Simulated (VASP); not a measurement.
MgO: dielectric tensor with r2SCAN

Crystal: MgO.

```
Mg O
1.0
     3.25534    0.00000    0.00000
    -1.62767    2.81920    0.00000
     0.00000    0.00000    5.10599
Mg O
2 2
Direct
  0.33333 0.66667 0.99339
  0.66667 0.33333 0.49339
  0.33333 0.66667 0.38161
  0.66667 0.33333 0.88161
```

This cell differs from its parent crystal: epitaxial xy strain -1.0%.

```json
{
  "Program": "VASP 6.6.1",
  "Task": "dielectric tensor",
  "Functional": "r2SCAN",
  "Potentials or basis": "VASP PAW PBE potentials, release 64 (Mg, O)",
  "Cutoff": "520 eV",
  "k mesh": "9 × 9 × 4",
  "Occupations": "gaussian, width 0.01 eV",
  "Spin": "no spin polarisation",
  "Dipole correction": "no",
  "Further INCAR settings": "ALGO = Normal; EDIFF = 1e-08"
}
```

| Quantity | Value |
| --- | --- |
| Band gap on the k mesh | 4.33 eV, direct |
| Electronic dielectric tensor (diagonal) | 2.74, 2.74, 2.82 |
| Born charges (mean of the diagonal) | Mg +1.83; O -1.83 e |

Levels at points of the mesh, in eV from the valence-band top:
| k point | band 6 | band 7 | band 8 | band 9 | band 10 | band 11 |
| --- | --- | --- | --- | --- | --- | --- |
| (0.00, 0.00, 0.00) | -0.26 | -0.26 | 0.00 | 4.33 | 9.56 | 11.14 |
| (0.00, 0.00, 0.50) | -0.40 | -0.40 | -0.40 | 6.81 | 6.81 | 14.16 |

Electronic dielectric tensor:
```
2.74 0.00 0.00
0.00 2.74 0.00
0.00 0.00 2.82
```

Born effective charge tensors (e):
atom 1, Mg
```
1.80 0.00 0.00
0.00 1.80 0.00
0.00 0.00 1.89
```
atom 2, Mg
```
1.80 0.00 0.00
0.00 1.80 0.00
0.00 0.00 1.89
```
atom 3, O
```
-1.80  0.00  0.00
 0.00 -1.80  0.00
 0.00  0.00 -1.89
```
atom 4, O
```
-1.80  0.00  0.00
 0.00 -1.80  0.00
 0.00  0.00 -1.89
```

Dipole moments of the cell (e·Å, modulo the quantum): ionic 0.000, 0.000, 13.035; electronic 0.000, 0.000, -0.540

Wall time 28 min on 1 thread of Intel(R) Xeon(R) Platinum 8259CL CPU @ 2.50GHz (Skylake/Cascade Lake), on a shared host, peak memory 0.48 GiB.

Caveat: the cell differs from its parent crystal (epitaxial xy strain -1.0%).
